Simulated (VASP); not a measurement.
Wanted: the native input for a VASP 6.6.1 run.

```
Task                   : single point
Functional             : r2SCAN
Potentials or basis    : VASP PAW PBE potentials, release 64 (Ta_sv_GW, N)
Cutoff                 : 770 eV
k mesh                 : 12 × 12 × 8
Occupations            : fermi-dirac, width 0.02 eV
Spin                   : no spin polarisation
Dipole correction      : no
Further INCAR settings : ALGO = Normal; EDIFF = 1e-06; NBANDS = 16
```

Crystal: TaN.

```
Ta N
1.0
     2.93600    0.00000    0.00000
    -1.46800    2.54265    0.00000
     0.00000    0.00000    2.88475
Ta N
1 1
Direct
  0.33333 0.66667 0.50000
  0.00000 0.00000 0.00000
```

The input as run:

POSCAR

```
TaN
1.0
    2.9359985310      0.0000000000      0.0000000000
   -1.4679992655      2.5426493133      0.0000000000
    0.0000000000      0.0000000000      2.8847543877
Ta N
1 1
Direct
    0.3333333333      0.6666666667      0.5000000000
    0.0000000000      0.0000000000      0.0000000000
```

INCAR.step1

```
PREC     = Accurate       # precision mode
ENCUT    = 770            # plane-wave cutoff, eV
ISMEAR   = -1             # smearing method
SIGMA    = 0.02           # smearing width, eV
LREAL    = F              # projectors in reciprocal space
LASPH    = T              # aspherical terms in the spheres
NELM     = 120            # most SCF steps
NBANDS   = 16             # bands
GGA      = PE             # functional
ALGO     = Normal         # electronic algorithm
EDIFF    = 1E-5           # SCF threshold, eV
LWAVE    = T              # write WAVECAR
LCHARG   = F              # write CHGCAR
GGA_COMPAT= F
```

INCAR.step2

```
PREC     = Accurate       # precision mode
ENCUT    = 770            # plane-wave cutoff, eV
EDIFF    = 1E-6           # SCF threshold, eV
ISMEAR   = -1             # smearing method
SIGMA    = 0.02           # smearing width, eV
LREAL    = F              # projectors in reciprocal space
LASPH    = T              # aspherical terms in the spheres
NELM     = 120            # most SCF steps
ALGO     = Normal         # electronic algorithm
ISIF     = 2              # what is computed and relaxed
LWAVE    = F              # write WAVECAR
LCHARG   = F              # write CHGCAR
METAGGA  = R2SCAN         # meta-GGA
LMIXTAU  = T            
NBANDS   = 16             # bands
ISTART   = 1            
GGA_COMPAT= F
```

KPOINTS

```
regular mesh
0
Gamma
  12 12 8
```

Potentials or basis: VASP PAW PBE potentials, release 64 (Ta_sv_GW, N).

Command:

```console
$ cat potpaw_PBE.64/Ta_sv_GW/POTCAR potpaw_PBE.64/N/POTCAR > POTCAR
$ cp INCAR.step1 INCAR
$ mpirun -np 1 vasp_std > vasp.out
$ cp INCAR.step2 INCAR
$ mpirun -np 1 vasp_std > vasp.out
```

It gave:

```yaml
Pressure: 0.0 GPa
Band_gap_on_the_k_mesh: zero (bands 9 and 10 overlap by 0.18 eV)
```

Caveat: the PAW data sets were made with another functional, which shifts forces and pressure a little; spin-orbit coupling is left out, which moves the levels of the heavy elements.

Wall time 100 s on 1 thread of Intel(R) Xeon(R) 6975P-C (Granite Rapids) (shared host), peak memory 0.22 GiB.
